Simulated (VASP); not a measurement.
# BAs (F-43m) in VASP: electric field gradients with LDA

Aim: the electric field gradients of BAs with LDA.

Everything below comes from runs of VASP 6.6.1. Logs are shortened: lines on timing, memory, paths and dates and some standing lists are left out, and cuts for length are marked.

**1. The cell of the first run**

Symmetry: F-43m, No. 216, cubic system. The conventional cell has a = 4.819 Å, b = 4.819 Å, c = 4.819 Å, α = 90.00°, β = 90.00°, γ = 90.00°. B (site symmetry -43m) has 4 As at 2.09 Å within 2.8 Å. Within 2.8 Å of As (site symmetry -43m) lie 4 B at 2.09 Å.

**2. Electric field gradients, LDA, collinear spin**

The input, INCAR:

```
PREC     = Accurate       # precision mode
ENCUT    = 520            # plane-wave cutoff, eV
EDIFF    = 1E-8           # SCF threshold, eV
ISMEAR   = -4             # smearing method
SIGMA    = 0.1            # smearing width, eV
LREAL    = F              # projectors in reciprocal space
LASPH    = T              # aspherical terms in the spheres
NELM     = 150            # most SCF steps
ALGO     = Normal         # electronic algorithm
ISIF     = 2              # what is computed and relaxed
LWAVE    = F              # write WAVECAR
LCHARG   = F              # write CHGCAR
ISPIN    = 2              # spin polarisation
MAGMOM   = 1 2            # initial moments
LORBIT   = 11             # projections on sites
LEFG     = T            
NBANDS   = 15             # bands
```

The input, KPOINTS:

```
regular mesh
0
Gamma
  11 11 11
```

The input, POSCAR:

```
BAs
1.0
    0.0000000000      2.4096270000      2.4096270000
    2.4096270000      0.0000000000      2.4096270000
    2.4096270000      2.4096270000      0.0000000000
B As
1 1
Direct
    0.7500000000      0.7500000000      0.7500000000
    0.0000000000      0.0000000000      0.0000000000
```

Potentials or basis: VASP PAW LDA potentials, release 64 (B, As).

The run is started by

```bash
cat potpaw_LDA.64/B/POTCAR potpaw_LDA.64/As/POTCAR > POTCAR
mpirun -np 1 vasp_std > vasp.out
```

OUTCAR:

```text
PREC = Accurate
   ENCUT = 520
   EDIFF = 1E-8
   ISMEAR = -4
   LREAL = F
   LASPH = T
   NELM = 150
   ISIF = 2
   ISPIN = 2
   LORBIT = 11

 ion  position               nearest neighbor table
   1  0.750  0.750  0.750-   2 2.09   2 2.09   2 2.09   2 2.09
   2  0.000  0.000  0.000-   1 2.09   1 2.09   1 2.09   1 2.09

  LATTYP: Found a face centered cubic cell.
 ALAT       =     4.8192540000

  Lattice vectors:

 A1 = (   0.0000000000,   2.4096270000,   2.4096270000)
 A2 = (   2.4096270000,   0.0000000000,   2.4096270000)
 A3 = (   2.4096270000,   2.4096270000,   0.0000000000)

Analysis of symmetry for initial positions (statically):
=====================================================================
 Subroutine PRICEL returns:
 Original cell was already a primitive cell.

 Routine SETGRP: Setting up the symmetry group for a
 face centered cubic supercell.

 Subroutine GETGRP returns: Found 24 space group operations
 (whereof 24 operations were pure point group operations)
 out of a pool of 48 trial point group operations.

The static configuration has the point symmetry T_d .

Analysis of symmetry for dynamics (positions and initial velocities):
=====================================================================
 Subroutine PRICEL returns:
 Original cell was already a primitive cell.

 Routine SETGRP: Setting up the symmetry group for a
 face centered cubic supercell.

 Subroutine GETGRP returns: Found 24 space group operations
 (whereof 24 operations were pure point group operations)
 out of a pool of 48 trial point group operations.

The dynamic configuration has the point symmetry T_d .

Analysis of structural, dynamic, and magnetic symmetry:
=====================================================================
 Subroutine PRICEL returns:
 Original cell was already a primitive cell.

 Routine SETGRP: Setting up the symmetry group for a
 face centered cubic supercell.

 Subroutine GETGRP returns: Found 24 space group operations
 (whereof 24 operations were pure point group operations)
 out of a pool of 48 trial point group operations.

The overall configuration has the point symmetry T_d .

 Subroutine INISYM returns: Found 24 space group operations
 (whereof 24 operations are pure point group operations),
 and found     1 'primitive' translations

----------------------------------------------------------------------------------------

                                     Primitive cell

  volume of cell :      27.9820

  direct lattice vectors                    reciprocal lattice vectors
     0.000000000  2.409627000  2.409627000    -0.207500995  0.207500995  0.207500995
     2.409627000  0.000000000  2.409627000     0.207500995 -0.207500995  0.207500995
     2.409627000  2.409627000  0.000000000     0.207500995  0.207500995 -0.207500995

  length of vectors
     3.407727184  3.407727184  3.407727184     0.359402266  0.359402266  0.359402266

  position of ions in fractional coordinates (direct lattice)
     0.750000000  0.750000000  0.750000000
     0.000000000  0.000000000  0.000000000

  ion indices of the primitive-cell ions
   primitive index   ion index
                 1           1
                 2           2

----------------------------------------------------------------------------------------

 KPOINTS: regular mesh

Automatic generation of k-mesh.
 Grid dimensions read from file:
 generate k-points for:   11   11   11

 Generating k-lattice:

  Cartesian coordinates                     Fractional coordinates (reciprocal lattice)
    -0.018863727  0.018863727  0.018863727     0.090909091  0.000000000  0.000000000
     0.018863727 -0.018863727  0.018863727     0.000000000  0.090909091  0.000000000
     0.018863727  0.018863727 -0.018863727     0.000000000  0.000000000  0.090909091

  Length of vectors
     0.032672933  0.032672933  0.032672933

  Shift w.r.t. Gamma in fractional coordinates (k-lattice)
[... 82 lines left out ...]
   IVDW    =     0    specifies the selected vdW correction
   LEPSILON=     F    determine dielectric tensor
   LRPA    =     F    only Hartree local field effects (RPA)
 spin polarized calculation
 Fermi weights with tetrahedron method witout Bloechl corrections
  energy-cutoff  :      520.00
  volume of cell :       27.98
 maximum number of plane-waves:       766
 NGX is ok and might be reduce to    28
   NGX = 13   NGY = 13   NGZ = 13

 number of electron       8.0000000 magnetization      -0.0000066

 number of electron       8.0000000 magnetization       0.0000012

 Free energy of the ion-electron system (eV)
  ---------------------------------------------------
  ext. energy  EPLUGINS =         0.00000000
  ---------------------------------------------------
  free energy    TOTEN  =       -12.89940462 eV

  energy without entropy =      -12.89940462  energy(sigma->0) =      -12.89940462

 E-fermi :   5.9408     XC(G=0): -10.6744

 val. band max:        5.8619984733   @ k =   0.0000   0.0000   0.0000
 cond. band min:       7.0361150362   @ k =   0.3636   0.3636   0.0000
 fundamental gap:      1.1741165629
 Fermi energy:         5.9408282649

 spin component 1

 k-point     1 :       0.0000    0.0000    0.0000
  band No.  band energies     occupation
      1      -9.2782      1.00000
      2       5.8620      1.00000
      3       5.8620      1.00000
      4       5.8620      1.00000
      5       9.0779      0.00000
      6       9.0779      0.00000
      7       9.0779      0.00000
      8      10.2203      0.00000
      9      15.0883      0.00000
     10      18.7858      0.00000
     11      18.7858      0.00000
     12      20.0104      0.00000
     13      20.0104      0.00000
     14      20.0104      0.00000
[... 403 lines left out ...]
      4       4.8238      1.00000
      5       9.7024      0.00000
      6      10.5696      0.00000
      7      11.3842      0.00000
      8      12.6338      0.00000
      9      15.6558      0.00000
     10      17.9736      0.00000
     11      19.0531      0.00000
     12      22.1196      0.00000
     13      23.5658      0.00000
     14      26.3094      0.00000
     15      27.8602      0.00000

 [... further k-points ...]

 spin component 2

 k-point     1 :       0.0000    0.0000    0.0000
  band No.  band energies     occupation
      1      -9.2782      1.00000
      2       5.8620      1.00000
      3       5.8620      1.00000
      4       5.8620      1.00000
      5       9.0779      0.00000
      6       9.0779      0.00000
      7       9.0779      0.00000
      8      10.2203      0.00000
      9      15.0883      0.00000
     10      18.7858      0.00000
     11      18.7858      0.00000
     12      20.0104      0.00000
     13      20.0104      0.00000
     14      20.0104      0.00000
[... 403 lines left out ...]
      4       4.8238      1.00000
      5       9.7024      0.00000
      6      10.5696      0.00000
      7      11.3842      0.00000
      8      12.6338      0.00000
      9      15.6558      0.00000
     10      17.9736      0.00000
     11      19.0531      0.00000
     12      22.1196      0.00000
     13      23.5658      0.00000
     14      26.3094      0.00000
     15      27.8602      0.00000

 [... further k-points ...]

------------------------ aborting loop because EDIFF is reached ----------------------------------------

  FORCE on cell =-STRESS in cart. coord.  units (eV):
  Direction    XX          YY          ZZ          XY          YZ          ZX
  --------------------------------------------------------------------------------------
  -------------------------------------------------------------------------------------
  Total       -1.1264773     -1.1264773     -1.1264773      0.0000000      0.0000000      0.0000000
  in kB      -64.4990870    -64.4990870    -64.4990870      0.0000000      0.0000000      0.0000000
  external PRESSURE =     -64.4990870 kB  Pullay stress =       0.0000000 kB

 VOLUME and BASIS-vectors are now :
 -----------------------------------------------------------------------------
  energy-cutoff  :      520.00
  volume of cell :       27.98
      direct lattice vectors                 reciprocal lattice vectors
     0.000000000  2.409627000  2.409627000    -0.207500995  0.207500995  0.207500995
     2.409627000  0.000000000  2.409627000     0.207500995 -0.207500995  0.207500995
     2.409627000  2.409627000  0.000000000     0.207500995  0.207500995 -0.207500995

 POSITION                                       TOTAL-FORCE (eV/Angst)
 -----------------------------------------------------------------------------------
      3.61444      3.61444      3.61444         0.000000      0.000000      0.000000
      0.00000      0.00000      0.00000        -0.000000     -0.000000     -0.000000
 -----------------------------------------------------------------------------------
    total drift:                               -0.000000     -0.000000     -0.000000

  FREE ENERGIE OF THE ION-ELECTRON SYSTEM (eV)
  ---------------------------------------------------
  free  energy   TOTEN  =       -12.8994046151 eV

  energy  without entropy=      -12.8994046151  energy(sigma->0) =      -12.89940462

 Electric field gradients (V/A^2)
---------------------------------------------------------------------
 ion       V_xx      V_yy      V_zz      V_xy      V_xz      V_yz
---------------------------------------------------------------------
   1       0.000     0.000     0.000    -0.000    -0.000    -0.000
   2       0.000     0.000    -0.000     0.000     0.000     0.000
---------------------------------------------------------------------

 Electric field gradients after diagonalization (V/A^2)
 (convention: |V_zz| > |V_xx| > |V_yy|)
----------------------------------------------------------------------
 ion       V_xx      V_yy      V_zz     asymmetry (V_yy - V_xx)/ V_zz
----------------------------------------------------------------------
   1       0.000     0.000    -0.000       0.000
   2      -0.000    -0.000     0.000       0.000
----------------------------------------------------------------------

           NMR quadrupolar parameters

 Cq : quadrupolar parameter    Cq=e*Q*V_zz/h
 eta: asymmetry parameters     (V_yy - V_xx)/ V_zz
 Q  : nuclear electric quadrupole moment in mb (millibarn)
----------------------------------------------------------------------
 ion       Cq(MHz)       eta       Q (mb)
----------------------------------------------------------------------
   1      -0.000       0.000       1.000
   2       0.000       0.000       1.000
----------------------------------------------------------------------

 total charge

# of ion       s       p       d       tot
------------------------------------------
    1        0.647   1.152   0.000   1.799
    2        1.180   1.652   0.082   2.914
--------------------------------------------------
tot          1.828   2.804   0.082   4.713

 magnetization (x)

# of ion       s       p       d       tot
------------------------------------------
    1        0.000   0.000   0.000   0.000
    2       -0.000  -0.000   0.000  -0.000
--------------------------------------------------
tot         -0.000  -0.000   0.000  -0.000
```

Wall time 95 s (1 thread of AMD EPYC 7R13, shared host); peak memory 0.14 GiB.

Results:

```
Free energy                                           : -12.8994 eV
Pressure                                              : -6.4 GPa
Band gap on the k mesh                                : 1.17 eV (least direct gap 3.22 eV)
Net moment                                            : 0.00 μB per cell
Largest electric field gradient by atom               : zero within the noise of the run
Valence electrons inside the program's atomic spheres : B 1.80; As 2.91
```

Caveat: the cell stands under tension; an odd mesh through Γ misses points on the zone boundary, where band edges can lie.
